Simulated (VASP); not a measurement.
A run of VASP 6.6.1 is set up as follows.

Contents of INCAR:

```
SYSTEM = SnSe
  PREC = Accurate
  ENCUT = 520
  EDIFF = 1E-6
  ISMEAR = 0
  SIGMA = 0.01
  LREAL = .FALSE.
  LASPH = .TRUE.
  NELM = 80
  ALGO = Normal
  ISIF = 2
  LWAVE = .FALSE.
  LCHARG = .FALSE.
  GGA = PS
  NBANDS = 17
```

Contents of KPOINTS:

```
Automatic mesh
0
G
  5 5 5
  0 0 0
```

The input POSCAR:

```
SnSe
1.0
    0.0000000000      3.0496098055      3.0496098055
    3.0496098055      0.0000000000      3.0496098055
    3.0496098055      3.0496098055      0.0000000000
Sn Se
1 1
Direct
    0.0000000000      0.0000000000      0.0000000000
    0.5000000000      0.5000000000      0.5000000000
```

Potentials or basis: VASP PAW PBE potentials, release 64 (Sn_d, Se).

Run with:

```sh
$ cat potpaw_PBE.64/Sn_d/POTCAR potpaw_PBE.64/Se/POTCAR > POTCAR
$ mpirun -np 1 vasp_std > vasp.out
```

Question: Predict the pressure.

Answer: -3.8 GPa.

Caveat: the PAW data sets were made with another functional, which shifts forces and pressure a little.
